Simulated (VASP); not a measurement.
The system is Zn2Cd3Se.

```xyz
6
Lattice="4.1102 0.0000 0.0000 0.0000 4.1102 0.0000 0.0000 0.0000 7.7018" Properties=species:S:1:pos:R:3 pbc="T T T"
Zn    2.0551    0.0000    5.5535
Zn    0.0000    2.0551    2.1483
Cd    2.0551    0.0000    2.8261
Cd    0.0000    2.0551    4.8757
Cd    0.0000    0.0000    0.0000
Se    2.0551    2.0551    0.0000
```

The cell was generated, and may not be a known phase.

- Program: VASP 6.6.1
- Task: relaxation of cell and atoms
- Functional: PBE
- Potentials or basis: VASP PAW PBE potentials, release 64 (Zn, Cd, Se)
- Cutoff: 600 eV
- k mesh: 8 × 8 × 4
- Occupations: gaussian, width 0.1 eV
- Spin: no spin polarisation

At the start: pressure 0.6 GPa; volume 21.69 Å³/atom.

Task: Where does the relaxation end?

Result: Over 13 steps the energy falls by 4.9 meV/atom and the volume is 22.10 Å³/atom (+1.9 %); space group P-4m2 (No. 115, to 0.1 Å) before and after.

Step by step:
```tsv
step	energy change (eV)	largest force (eV/Å)	pressure (GPa)	volume (Å³)
1	0.0000	0.0741	0.61	130.11
2	-0.0114	0.0229	0.06	131.67
3	-0.0152	0.0165	-0.44	133.22
4	-0.0216	0.0374	-0.17	132.54
5	-0.0253	0.0617	0.22	131.60
6	-0.0253	0.0641	0.24	131.51
7	-0.0274	0.0541	0.08	132.10
8	-0.0284	0.0466	-0.06	132.73
9	-0.0284	0.0451	-0.10	132.85
10	-0.0291	0.0312	0.02	132.52
11	-0.0292	0.0219	0.12	132.30
12	-0.0294	0.0153	-0.04	132.70
13	-0.0294	0.0087	-0.02	132.58
```

Final structure:
```cif
data_structure
_symmetry_space_group_name_H-M 'P 1'
_symmetry_Int_Tables_number 1
_cell_length_a 4.0390
_cell_length_b 4.0390
_cell_length_c 8.1269
_cell_angle_alpha 90.000
_cell_angle_beta 90.000
_cell_angle_gamma 90.000
_cell_volume 132.58
loop_
_atom_site_label
_atom_site_type_symbol
_atom_site_fract_x
_atom_site_fract_y
_atom_site_fract_z
_atom_site_occupancy
Zn1 Zn 0.50000 0.00000 0.71960 1
Zn2 Zn 0.00000 0.50000 0.28040 1
Cd1 Cd 0.50000 0.00000 0.36903 1
Cd2 Cd 0.00000 0.50000 0.63097 1
Cd3 Cd 0.00000 0.00000 0.00000 1
Se1 Se 0.50000 0.50000 0.00000 1
```
